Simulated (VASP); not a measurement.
## Ti3O5: single point with PBEsol

The system is Ti3O5.

```xyz
16
Lattice="4.8116 -1.9210 0.0325 4.8116 1.9210 0.0325 -0.2494 0.0000 9.2014" Properties=species:S:1:pos:R:3 pbc="T T T"
Ti    0.4559    0.0000    3.3088
Ti    8.9180    0.0000    5.9574
Ti    7.4217    0.0000    2.4561
Ti    1.9522    0.0000    6.8101
Ti    1.2724    0.0000    0.4135
Ti    8.1015    0.0000    8.8527
O     9.1809    0.0000    1.4692
O     0.1930    0.0000    7.7971
O     8.2731    0.0000    4.1292
O     1.1008    0.0000    5.1371
O     2.2903    0.0000    2.2581
O     7.0836    0.0000    7.0082
O     5.5626    0.0000    3.1701
O     3.8113    0.0000    6.0962
O     6.4377    0.0000    0.5438
O     2.9362    0.0000    8.7225
```

* Program: VASP 6.6.1
* Task: single point
* Functional: PBEsol
* Potentials or basis: VASP PAW PBE potentials, release 64 (Ti_sv, O)
* Cutoff: 520 eV
* k mesh: 6 × 6 × 3
* Occupations: gaussian, width 0.05 eV
* Spin: no spin polarisation
* Dipole correction: no
* Further INCAR settings: LREAL = Auto; ALGO = Normal; EDIFF = 1e-06; NBANDS = 80

| Property | Result |
| --- | --- |
| Pressure | 0.7 GPa |
| Largest force | 0.048 eV/Å |
| Band gap on the k mesh | zero (band 66 reaches 8.04 eV, above the bottom of band 67 at 7.39 eV) |

Forces on the atoms (eV/Å):
```
Ti   0.012  0.000 -0.022
Ti  -0.012  0.000  0.022
Ti   0.003  0.000 -0.027
Ti  -0.003  0.000  0.027
Ti   0.009  0.000  0.002
Ti  -0.009  0.000 -0.002
O   -0.005  0.000  0.010
O    0.005  0.000 -0.010
O   -0.031  0.000  0.036
O    0.031  0.000 -0.036
O    0.016  0.000  0.004
O   -0.016  0.000 -0.004
O   -0.022  0.000  0.013
O    0.022  0.000 -0.013
O   -0.017  0.000 -0.004
O    0.017  0.000  0.004
```

Levels at points of the mesh, in eV from the Fermi level:
```
           k point  band 64  band 65  band 66  band 67  band 68  band 69
(0.00, 0.00, 0.00)    -3.27    -0.76    -0.55     0.27     0.28     0.69
(0.50, 0.00, 0.00)    -3.34    -1.02     0.45     0.67     0.70     1.04
(0.50, 0.50, 0.00)    -3.38    -1.20    -0.23    -0.09     0.20     0.20
```

Run time: 9.8 min on 1 thread of Intel(R) Xeon(R) Platinum 8559C (Emerald Rapids), with other jobs on the host, peak memory 0.5 GiB.

Caveat: the PAW data sets were made with another functional, which shifts forces and pressure a little; semilocal functionals often make such compounds metallic where correlation or magnetic order opens a gap, which also shifts bond lengths.
